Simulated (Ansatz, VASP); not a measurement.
**WSe2 in VASP and in Ansatz**

File INCAR:

```
SYSTEM = WSe2
PREC = Accurate ; ENCUT = 520
EDIFF = 1E-7 ; ISMEAR = 0
SIGMA = 0.05 ; LREAL = .False.
LASPH = .True. ; NELM = 80
ALGO = Normal ; ISIF = 2
LWAVE = .False. ; LCHARG = .False.
GGA = PE ; IVDW = 12
NBANDS = 20
```

KPOINTS

```
regular mesh
0
Gamma
  9 9 4
  0 0 0
```

File POSCAR:

```
WSe2
1.0
    3.3795566996      0.0000000000      0.0000000000
   -1.6897783498      2.9267819554      0.0000000000
    0.0000000000      0.0000000000      6.5948669437
W Se
1 2
Direct
    0.0000000000      0.0000000000      0.0000000000
    0.3333333333      0.6666666667      0.2167576539
    0.3333333333      0.6666666667      0.7832423461
```

Input for Ansatz:

```yaml
crystal:
  lattice:
    - [3.3795566996, 0.0, 0.0]
    - [-1.6897783498, 2.9267819554, 0.0]
    - [0.0, 0.0, 6.5948669437]
  atoms:
    - { symbol: W, position: [0.0, 0.0, 0.0] }
    - { symbol: Se, position: [0.3333333333, 0.6666666667, 0.2167576539] }
    - { symbol: Se, position: [0.3333333333, 0.6666666667, 0.7832423461] }
basis:
  ecutwfc: 420
kpoints:
  mp_grid: { grid: [9, 9, 4] }
hamiltonian:
  xc: pbe
  pseudopotentials: { kind: paw, azcp: { folder: soft_1 } }
  dispersion: d3bj
scf:
  occupations: { method: gaussian, width: 0.05 }
output:
  forces: true
  stress: true
  eigenvalues: true
```

Alike in both runs: task single point; functional PBE; dispersion D3(BJ); k mesh 9 × 9 × 4; occupations gaussian, width 0.05 eV; no spin polarisation.

|  | VASP | Ansatz |
| --- | --- | --- |
| version | VASP 6.6.1 | Ansatz 0.2.0 |
| potentials or method | VASP PAW PBE potentials, release 64 (W_sv, Se), cutoff 520 eV | scalar-relativistic, plane waves, PAW |
| valence electrons in the cell | 26 | 46 |

Ansatz gave:

- gap on the k mesh at the Fermi level (eV): none
- pressure (GPa): 17.4
- traceless stress, the component that is largest in VASP (GPa): 16.00
- rms of the force components (eV/Å): 2.287

**Question.** What did VASP give for the same quantities?

**Answer.** gap on the k mesh at the Fermi level (eV): none; pressure (GPa): 17.9; traceless stress, the component that is largest in VASP (GPa): 16.09; rms of the force components (eV/Å): 2.328.

Atom by atom the forces differ by 0.041 eV/Å (rms over components). A gap of «none» marks a metal or a gap that the smearing closes. VASP's potentials hold 26 valence electrons a cell and Ansatz's 46, so a difference there can come from the potentials and not from the codes.

Neither program's run includes spin-orbit coupling.
